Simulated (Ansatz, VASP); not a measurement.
# TiGePd3: VASP beside Ansatz

The input INCAR:

```
PREC = Accurate
ENCUT = 520
EDIFF = 1E-7
ISMEAR = 0
SIGMA = 0.1
LREAL = False
LASPH = True
NELM = 60
ALGO = Normal
ISIF = 2
LWAVE = False
LCHARG = False
GGA = PE
NBANDS = 36
```

The input KPOINTS:

```
regular mesh
0
Gamma
  4 4 4
```

POSCAR

```
TiGePd3
1.0
    4.4002021400      0.0000000000      0.0000000000
    0.0000000000      4.4002021400      0.0000000000
    0.0000000000      0.0000000000      4.4002021400
Ti Ge Pd
1 1 3
Direct
    0.0000000000      0.0000000000      0.0000000000
    0.5000000000      0.5000000000      0.5000000000
    0.5000000000      0.0000000000      0.0000000000
    0.0000000000      0.5000000000      0.0000000000
    0.0000000000      0.0000000000      0.5000000000
```

Input for Ansatz:

```yaml
crystal:
  lattice:
    - [4.40020214, 0.0, 0.0]
    - [0.0, 4.40020214, 0.0]
    - [0.0, 0.0, 4.40020214]
  atoms:
    - { symbol: Ti, position: [0.0, 0.0, 0.0] }
    - { symbol: Ge, position: [0.5, 0.5, 0.5] }
    - { symbol: Pd, position: [0.5, 0.0, 0.0] }
    - { symbol: Pd, position: [0.0, 0.5, 0.0] }
    - { symbol: Pd, position: [0.0, 0.0, 0.5] }
basis:
  ecutwfc: 420
kpoints:
  mp_grid: { grid: [4, 4, 4] }
hamiltonian:
  xc: pbe
scf:
  occupations: { method: gaussian, width: 0.1 }
  lower_state_search: "off"
output:
  forces: true
  stress: true
  eigenvalues: true
```

Alike in both runs: task single point; functional PBE; k mesh 4 × 4 × 4; occupations gaussian, width 0.1 eV; no spin polarisation.

```csv
,VASP,Ansatz
version,VASP 6.6.1,Ansatz 0.2.0
potentials or method,"VASP PAW PBE potentials, release 64 (Ti_sv, Ge_d, Pd), cutoff 520 eV","scalar-relativistic, plane waves, PAW"
valence electrons in the cell,56,80
```

```csv
,VASP,Ansatz,Ansatz less VASP
gap on the k mesh at the Fermi level (eV),none,none,-
pressure (GPa),24.0,23.7,-0.28
```

A gap of «none» marks a metal or a gap that the smearing closes. VASP's potentials hold 56 valence electrons a cell and Ansatz's 80, so a difference there can come from the potentials and not from the codes.
